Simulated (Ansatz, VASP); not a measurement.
Y in VASP and in Ansatz

INCAR

```
  ALGO = Normal
  EDIFF = 1E-7
  ENCUT = 520
  GGA = RE
  ISIF = 2
  ISMEAR = -1
  LASPH = True
  LCHARG = False
  LREAL = False
  LWAVE = False
  NBANDS = 30
  NELM = 100
  PREC = Accurate
  SIGMA = 0.1
```

KPOINTS

```
k-points
0
Gamma
  11 11 3
```

The input POSCAR:

```
Y
1.0
    3.7386358819      0.0000000000      0.0000000000
   -1.8693179410      3.2377536493      0.0000000000
    0.0000000000      0.0000000000     11.9936532771
Y
4
Direct
    1.0000000000      0.0000000000      1.0000000000
    1.0000000000      1.0000000000      0.5000000000
    0.3333333333      0.6666666667      0.2500000000
    0.6666666667      0.3333333333      0.7500000000
```

Input for Ansatz:

```yaml
crystal:
  lattice:
    - [3.7386358819, 0.0, 0.0]
    - [-1.869317941, 3.2377536493, 0.0]
    - [0.0, 0.0, 11.9936532771]
  atoms:
    - { symbol: "Y", position: [1.0, 0.0, 1.0] }
    - { symbol: "Y", position: [1.0, 1.0, 0.5] }
    - { symbol: "Y", position: [0.3333333333, 0.6666666667, 0.25] }
    - { symbol: "Y", position: [0.6666666667, 0.3333333333, 0.75] }
hamiltonian:
  xc: revpbe
  pseudopotentials:
    kind: paw
    azcp:
      "Y": "pseudopotentials/Y.paw.azcp"
basis:
  ecutwfc: 420
  fft_grid_basis: typed
kpoints:
  mp_grid: { grid: [11, 11, 3], shift: [0, 0, 0] }
magnetization:
  spin_polarized: false
scf:
  occupations: { method: fermi_dirac, width: 0.1 }
  lower_state_search: "off"
output:
  stress: true
```

Alike in both runs: task single point; functional revPBE; k mesh 11 × 11 × 3; occupations fermi-dirac, width 0.1 eV; no spin polarisation.

|  | VASP | Ansatz |
| --- | --- | --- |
| version | VASP 6.6.1 | Ansatz 0.2.0 |
| potentials or method | VASP PAW PBE potentials, release 64 (Y_sv), cutoff 520 eV | plane waves (420 eV) with PAW, scalar-relativistic |
| valence electrons in the cell | 44 | 44 |

|  | VASP | Ansatz | Ansatz less VASP |
| --- | --- | --- | --- |
| pressure (GPa) | -2.6 | -2.5 | +0.07 |

VASP's potentials were made for PBE, not for revPBE.
